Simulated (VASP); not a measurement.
# In3Se (Pm-3m) in VASP: a series of runs

In3Se is run at these levels: PBEsol; tasks: single point.

All numbers are computed with VASP 6.6.1; they aren't measurements. Logs are shortened: lines on timing, memory, paths and dates and some standing lists are left out, and cuts for length are marked.

## Step 1: The cell of the first run

Symmetry: Pm-3m, No. 221, cubic system. Conventional cell: a = 4.804 Å, b = 4.804 Å, c = 4.804 Å, α = 90.00°, β = 90.00°, γ = 90.00°. In (site symmetry 4/mmm) has 8 In at 3.40 Å and 4 Se at 3.40 Å within 4.5 Å. Within 4.5 Å of Se (site symmetry m-3m) lie 12 In at 3.40 Å.

## Step 2: Single point, PBEsol

INCAR reads:

```
PREC = Accurate ; ENCUT = 520
EDIFF = 1E-7 ; ISMEAR = 0
SIGMA = 0.02 ; LREAL = False
LASPH = True ; NELM = 80
ALGO = Normal ; ISIF = 2
LWAVE = False ; LCHARG = False
GGA = PS ; NBANDS = 30
```

KPOINTS reads:

```
regular mesh
0
Gamma
  10 10 10
```

POSCAR reads:

```
In3Se
1.0
    4.8037580000      0.0000000000      0.0000000000
    0.0000000000      4.8037580000      0.0000000000
    0.0000000000      0.0000000000      4.8037580000
In Se
3 1
Direct
    0.0000000000      0.5000000000      0.5000000000
    0.5000000000      0.0000000000      0.5000000000
    0.5000000000      0.5000000000      0.0000000000
    0.0000000000      0.0000000000      0.0000000000
```

Potentials or basis: VASP PAW PBE potentials, release 64 (In_d, Se).

Started as:

```console
$ cat potpaw_PBE.64/In_d/POTCAR potpaw_PBE.64/Se/POTCAR > POTCAR
$ mpirun -np 1 vasp_std > vasp.out
```

OUTCAR:

```text
PREC = Accurate
   ENCUT = 520
   EDIFF = 1E-7
   ISMEAR = 0
   LREAL = False
   LASPH = True
   NELM = 80
   ISIF = 2
   GGA = PS

 ion  position               nearest neighbor table
   1  0.000  0.500  0.500-   2 3.40   3 3.40   4 3.40   3 3.40   4 3.40   2 3.40   4 3.40   4 3.40
                             2 3.40   3 3.40   3 3.40   2 3.40
   2  0.500  0.000  0.500-   1 3.40   3 3.40   4 3.40   3 3.40   4 3.40   1 3.40   3 3.40   3 3.40
                             1 3.40   4 3.40   4 3.40   1 3.40
   3  0.500  0.500  0.000-   1 3.40   2 3.40   4 3.40   1 3.40   2 3.40   2 3.40   4 3.40   2 3.40
                             1 3.40   4 3.40   1 3.40   4 3.40
   4  0.000  0.000  0.000-   1 3.40   2 3.40   3 3.40   1 3.40   2 3.40   1 3.40   3 3.40   1 3.40
                             2 3.40   3 3.40   2 3.40   3 3.40

  LATTYP: Found a simple cubic cell.
 ALAT       =     4.8037580000

  Lattice vectors:

 A1 = (   4.8037580000,   0.0000000000,   0.0000000000)
 A2 = (   0.0000000000,   4.8037580000,   0.0000000000)
 A3 = (   0.0000000000,   0.0000000000,   4.8037580000)

Analysis of symmetry for initial positions (statically):
=====================================================================
 Subroutine PRICEL returns:
 Original cell was already a primitive cell.

 Routine SETGRP: Setting up the symmetry group for a
 simple cubic supercell.

 Subroutine GETGRP returns: Found 48 space group operations
[... 9 lines left out ...]

 Routine SETGRP: Setting up the symmetry group for a
 simple cubic supercell.

 Subroutine GETGRP returns: Found 48 space group operations
[... 11 lines left out ...]
                                     Primitive cell

  volume of cell :     110.8520

  direct lattice vectors                    reciprocal lattice vectors
     4.803758000  0.000000000  0.000000000     0.208170353  0.000000000  0.000000000
     0.000000000  4.803758000  0.000000000     0.000000000  0.208170353  0.000000000
     0.000000000  0.000000000  4.803758000     0.000000000  0.000000000  0.208170353

  length of vectors
     4.803758000  4.803758000  4.803758000     0.208170353  0.208170353  0.208170353

  position of ions in fractional coordinates (direct lattice)
     0.000000000  0.500000000  0.500000000
     0.500000000  0.000000000  0.500000000
     0.500000000  0.500000000  0.000000000
     0.000000000  0.000000000  0.000000000

  ion indices of the primitive-cell ions
   primitive index   ion index
                 1           1
                 2           2
                 3           3
                 4           4

----------------------------------------------------------------------------------------

 KPOINTS: regular mesh

Automatic generation of k-mesh.
 Grid dimensions read from file:
 generate k-points for:   10   10   10

 Generating k-lattice:

  Cartesian coordinates                     Fractional coordinates (reciprocal lattice)
     0.020817035  0.000000000  0.000000000     0.100000000  0.000000000  0.000000000
     0.000000000  0.020817035  0.000000000     0.000000000  0.100000000  0.000000000
     0.000000000  0.000000000  0.020817035     0.000000000  0.000000000  0.100000000

  Length of vectors
     0.020817035  0.020817035  0.020817035

  Shift w.r.t. Gamma in fractional coordinates (k-lattice)
     0.000000000  0.000000000  0.000000000

 Subroutine IBZKPT returns following result:
 ===========================================

 Found     56 irreducible k-points:

 Following reciprocal coordinates:
            Coordinates               Weight
  0.000000  0.000000  0.000000      1.000000
  0.100000  0.000000  0.000000      6.000000
  0.200000  0.000000  0.000000      6.000000
  0.300000  0.000000  0.000000      6.000000
  0.400000  0.000000  0.000000      6.000000
  0.500000  0.000000  0.000000      3.000000
[... 16 lines left out ...]
  0.200000  0.100000  0.100000     24.000000
  0.300000  0.100000  0.100000     24.000000
 [... further k-points ...]
   k-points           NKPTS =     56   k-points in BZ     NKDIM =     56   number of bands    NBANDS=     30
   number of dos      NEDOS =    301   number of ions     NIONS =      4
   total plane-waves  NPLWV =  46656
   dimension x,y,z NGX =    36 NGY =   36 NGZ =   36
   dimension x,y,z NGXF=    72 NGYF=   72 NGZF=   72
   ions per type =               3   1
   NGX,Y,Z   is equivalent  to a cutoff of  12.46, 12.46, 12.46 a.u.
   NGXF,Y,Z  is equivalent  to a cutoff of  24.92, 24.92, 24.92 a.u.
 SYSTEM =  unknown system
   PREC   = accura    normal or accurate (medium, high low for compatibility)
   ISTART =      0    job   : 0-new  1-cont  2-samecut
   ICHARG =      2    charge: 1-file 2-atom 10-const
   ISPIN  =      1    spin polarized calculation?
   LNONCOLLINEAR =      F non collinear calculations
   LSORBIT =      F    spin-orbit coupling
   LASPH  =      T    aspherical Exc in radial PAW
   ENCUT  =  520.0 eV  38.22 Ry    6.18 a.u.   8.93  8.93  8.93*2*pi/ulx,y,z
   NELM   =     80;   NELMIN=  2; NELMDL= -5     # of ELM steps
   EDIFF  = 0.1E-06   stopping-criterion for ELM
   LREAL  =      F    real-space projection
   EDIFFG = 0.1E-05   stopping-criterion for IOM
   NSW    =      0    number of steps for IOM
   IBRION =     -1    ionic relax: 0-MD 1-quasi-New 2-CG
   NFREE  =      0    steps in history (QN), initial steepest desc. (CG)
   ISIF   =      2    stress and relaxation
   ISYM   =      2    0-nonsym 1-usesym 2-fastsym
   POTIM  = 0.5000    time-step for ionic-motion
   TEBEG  =    0.0;   TEEND  =   0.0 temperature during run
   PSTRESS=    0.0 pullay stress
   NELECT =      45.0000    total number of electrons
   NUPDOWN=      -1.0000    fix difference up-down
   EMIN   =  10.00;   EMAX   =-10.00  energy-range for DOS
   EFERMI =   0.00;   METHOD = LEGACY
   ISMEAR =     0;   SIGMA  =   0.02  broadening in eV -4-tet -1-fermi 0-gaus
   EFERMI_NEDOS =   21; number of points for ismear=-14 and -15
   IALGO  =     38    algorithm
   IMIX   =      4    mixing-type and parameters
     AMIX     =   0.40;   BMIX     =  1.00
     AMIX_MAG =   1.60;   BMIX_MAG =  1.00
  volume/ion in A,a.u.               =      27.71       187.02
  Fermi-wavevector in a.u.,A,eV,Ry     =   1.212173  2.290675 19.991897  1.469363
  Thomas-Fermi vector in A             =   2.347665
   LORBIT       =      0    0 simple, 1 ext, 2 COOP (PROOUT), +10 PAW based schemes
   GGA     = PS    functional components
   LHFCALC =     F    Hartree Fock is set to
   AEXX    =    0.0000 exact exchange contribution
   IVDW    =     0    specifies the selected vdW correction
   LEPSILON=     F    determine dielectric tensor
   LRPA    =     F    only Hartree local field effects (RPA)
 non-spin polarized calculation
 Gauss-broadening in eV      SIGMA  =   0.02
  energy-cutoff  :      520.00
  volume of cell :      110.85
 maximum number of plane-waves:      3016
 NGX is ok and might be reduce to    36
   NGX = 17   NGY = 17   NGZ = 17

 number of electron      45.0000024 magnetization

 Free energy of the ion-electron system (eV)
  ---------------------------------------------------
  ext. energy  EPLUGINS =         0.00000000
  ---------------------------------------------------
  free energy    TOTEN  =       -13.15064392 eV

  energy without entropy =      -13.14966358  energy(sigma->0) =      -13.15015375

 E-fermi :   5.7432     XC(G=0):  -9.9013

 val. band max:        5.7238904742   @ k =   0.2000   0.1000   0.1000
 cond. band min:       5.7478019236   @ k =   0.4000   0.3000   0.1000
 fundamental gap:      0.0239114494
 Fermi energy:         5.7431944916

 k-point     1 :       0.0000    0.0000    0.0000
  band No.  band energies     occupation
      1      -8.9041      2.00000
      2      -8.8972      2.00000
      3      -8.8972      2.00000
      4      -8.8972      2.00000
      5      -8.7736      2.00000
      6      -8.7736      2.00000
[... 22 lines left out ...]
     29      11.0348      0.00000
     30      12.6130      0.00000

 k-point     2 :       0.1000    0.0000    0.0000
  band No.  band energies     occupation
      1      -8.8956      2.00000
      2      -8.8956      2.00000
      3      -8.8882      2.00000
      4      -8.8882      2.00000
      5      -8.7725      2.00000
      6      -8.7677      2.00000
[... 22 lines left out ...]
     29      11.3085      0.00000
     30      12.6918      0.00000

 k-point     3 :       0.2000    0.0000    0.0000
  band No.  band energies     occupation
      1      -8.8914      2.00000
      2      -8.8713      2.00000
      3      -8.8620      2.00000
      4      -8.8620      2.00000
      5      -8.7695      2.00000
      6      -8.7510      2.00000
[... 22 lines left out ...]
     29      11.9404      0.00000
     30      12.6599      0.00000

 k-point     4 :       0.3000    0.0000    0.0000
  band No.  band energies     occupation
      1      -8.8859      2.00000
      2      -8.8359      2.00000
      3      -8.8208      2.00000
      4      -8.8208      2.00000
      5      -8.7650      2.00000
      6      -8.7264      2.00000
[... 22 lines left out ...]
     29      11.9225      0.00000
     30      12.4157      0.00000

 k-point     5 :       0.4000    0.0000    0.0000
  band No.  band energies     occupation
      1      -8.8813      2.00000
      2      -8.7999      2.00000
      3      -8.7692      2.00000
      4      -8.7692      2.00000
      5      -8.7578      2.00000
      6      -8.7003      2.00000
[... 22 lines left out ...]
     29      10.9213      0.00000
     30      11.8376      0.00000
[... 526 lines left out ...]
     29      10.5094      0.00000
     30      13.0721      0.00000

 k-point    22 :       0.1000    0.1000    0.1000
  band No.  band energies     occupation
      1      -8.8901      2.00000
      2      -8.8760      2.00000
      3      -8.8760      2.00000
      4      -8.8732      2.00000
      5      -8.7627      2.00000
      6      -8.7627      2.00000
[... 22 lines left out ...]
     29      11.6213      0.00000
     30      12.2833      0.00000

 k-point    23 :       0.2000    0.1000    0.1000
  band No.  band energies     occupation
      1      -8.8810      2.00000
      2      -8.8634      2.00000
      3      -8.8536      2.00000
      4      -8.8440      2.00000
      5      -8.7594      2.00000
      6      -8.7447      2.00000
[... 22 lines left out ...]
     29      11.3784      0.00000
     30      12.1463      0.00000

 k-point    24 :       0.3000    0.1000    0.1000
  band No.  band energies     occupation
      1      -8.8725      2.00000
      2      -8.8364      2.00000
      3      -8.8181      2.00000
      4      -8.8034      2.00000
      5      -8.7550      2.00000
      6      -8.7188      2.00000
[... 22 lines left out ...]
     29      10.5806      0.00000
     30      12.5370      0.00000

 [... further k-points ...]
[... 5 lines left out ...]
  --------------------------------------------------------------------------------------
  -------------------------------------------------------------------------------------
  Total       -2.0919821     -2.0919821     -2.0919821      0.0000000     -0.0000000      0.0000000
  in kB      -30.2360594    -30.2360594    -30.2360594      0.0000000     -0.0000000      0.0000000
  external PRESSURE =     -30.2360594 kB  Pullay stress =       0.0000000 kB

 VOLUME and BASIS-vectors are now :
 -----------------------------------------------------------------------------
  energy-cutoff  :      520.00
  volume of cell :      110.85
      direct lattice vectors                 reciprocal lattice vectors
     4.803758000  0.000000000  0.000000000     0.208170353  0.000000000  0.000000000
     0.000000000  4.803758000  0.000000000     0.000000000  0.208170353  0.000000000
     0.000000000  0.000000000  4.803758000     0.000000000  0.000000000  0.208170353

 POSITION                                       TOTAL-FORCE (eV/Angst)
 -----------------------------------------------------------------------------------
      0.00000      2.40188      2.40188         0.000000      0.000000      0.000000
      2.40188      0.00000      2.40188         0.000000      0.000000      0.000000
      2.40188      2.40188      0.00000         0.000000      0.000000      0.000000
      0.00000      0.00000      0.00000         0.000000      0.000000      0.000000
 -----------------------------------------------------------------------------------
    total drift:                                0.000000      0.000000      0.000000

  FREE ENERGIE OF THE ION-ELECTRON SYSTEM (eV)
  ---------------------------------------------------
  free  energy   TOTEN  =       -13.1506439220 eV

  energy  without entropy=      -13.1496635841  energy(sigma->0) =      -13.15015375
```

Wall time 3 min (1 thread of AMD EPYC 7R43 (Zen 3), shared host); peak memory 0.25 GiB.

What came out:

| Quantity | Value |
| --- | --- |
| Free energy | -13.1506 eV |
| Pressure | -3.0 GPa |

Levels at points of the mesh, in eV from the Fermi level:
```tsv
k point	band 20	band 21	band 22	band 23	band 24	band 25
(0.00, 0.00, 0.00)	-3.20	-2.20	-2.20	1.18	1.18	1.18
(0.50, 0.00, 0.00)	-2.38	-1.65	-0.98	-0.06	-0.06	1.42
(0.50, 0.50, 0.00)	-1.88	-0.83	-0.65	-0.65	1.42	1.81
(0.50, 0.50, 0.50)	-4.11	-4.11	-4.11	-3.15	3.05	3.05
```

Caveat: the PAW data sets were made with another functional, which shifts forces and pressure a little; spin-orbit coupling is left out, which moves the levels of the heavy elements.

(Part 1 of 2 ends here.)
